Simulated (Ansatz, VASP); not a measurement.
# Two plane-wave programs on W

```
W
1.0
    -1.43420    1.66053    1.66053
     1.66053   -1.43420    1.66053
     1.66053    1.66053   -1.43420
W
1
Direct
  0.00000 0.00000 0.00000
```

Alike in both runs: task single point; functional PBE; k mesh 22 × 22 × 22; occupations gaussian, width 0.15 eV; no spin polarisation.

|  | VASP | Ansatz |
| --- | --- | --- |
| version | VASP 6.6.1 | Ansatz 0.2.0 |
| potentials or method | VASP PAW PBE potentials, release 64 (W_sv), cutoff 520 eV | scalar-relativistic, plane waves, PAW |
| valence electrons in the cell | 14 | 14 |

```tsv
	VASP	Ansatz	Ansatz less VASP
gap on the k mesh at the Fermi level (eV)	none	none	-
pressure (GPa)	-20.3	-20.6	-0.29
traceless stress, the component that is largest in VASP (GPa)	-9.40	-9.33	+0.062
```

A gap of «none» marks a metal or a gap that the smearing closes.

Spin-orbit coupling is off throughout.
